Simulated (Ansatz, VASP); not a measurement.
# Two plane-wave programs on Sn2Te

File INCAR:

```
SYSTEM = Sn2Te
  PREC = Accurate
  ENCUT = 600
  EDIFF = 1E-6
  ISMEAR = 0
  SIGMA = 0.1
  LREAL = .FALSE.
  LASPH = .TRUE.
  NELM = 60
  ALGO = Fast
  ISIF = 3
  LWAVE = .FALSE.
  LCHARG = .FALSE.
  GGA = PE
  IBRION = 2
  NSW = 100
  EDIFFG = -0.01
```

File KPOINTS:

```
Automatic mesh
0
G
  12 12 8
  0 0 0
```

POSCAR

```
Sn2Te
1.0
    4.5017781938      0.0000000000      0.0000000000
   -2.2508890969      3.8986542780      0.0000000000
    0.0000000000      0.0000000000      5.3185131333
Sn Te
2 1
Direct
    0.3333333333      0.6666666667      0.3522884923
    0.6666666667      0.3333333333      0.6477115077
    0.0000000000      0.0000000000      0.0000000000
```

Input for Ansatz:

```yaml
crystal:
  lattice:
    - [4.5017781938, 0.0, 0.0]
    - [-2.2508890969, 3.898654278, 0.0]
    - [0.0, 0.0, 5.3185131333]
  atoms:
    - { symbol: Sn, position: [0.3333333333, 0.6666666667, 0.3522884923] }
    - { symbol: Sn, position: [0.6666666667, 0.3333333333, 0.6477115077] }
    - { symbol: Te, position: [0.0, 0.0, 0.0] }
basis:
  ecutwfc: 420
kpoints:
  mp_grid: { grid: [12, 12, 8] }
hamiltonian:
  xc: pbe
scf:
  occupations: { method: gaussian, width: 0.1 }
output:
  forces: true
  stress: true
  eigenvalues: true
relax:
  adjacent_minimum: "off"
  f_tol: 0.01
  max_steps: 80
  cell: { stress_tol: 0.05 }
```

Alike in both runs: task relaxation of cell and atoms; functional PBE; k mesh 12 × 12 × 8; occupations gaussian, width 0.1 eV; no spin polarisation.

```csv
,VASP,Ansatz
version,VASP 6.6.1,Ansatz 0.2.0
potentials or method,"VASP PAW PBE potentials, release 64 (Sn_d, Te), cutoff 600 eV","scalar-relativistic, plane waves, PAW"
valence electrons in the cell,34,44
```

|  | VASP | Ansatz | Ansatz less VASP |
| --- | --- | --- | --- |
| gap on the k mesh at the Fermi level, each at its own relaxed structure (eV) | none | none | - |
| relaxed volume (Å³/atom) | 30.91 | 30.90 | -0.008 |
| relaxed length of the cell vector where the two differ most in proportion (Å) | 5.793 | 5.789 | -0.0046 |

A gap of «none» marks a metal or a gap that the smearing closes. VASP's potentials hold 34 valence electrons a cell and Ansatz's 44, so a difference there can come from the potentials and not from the codes.

Neither program's run includes spin-orbit coupling.
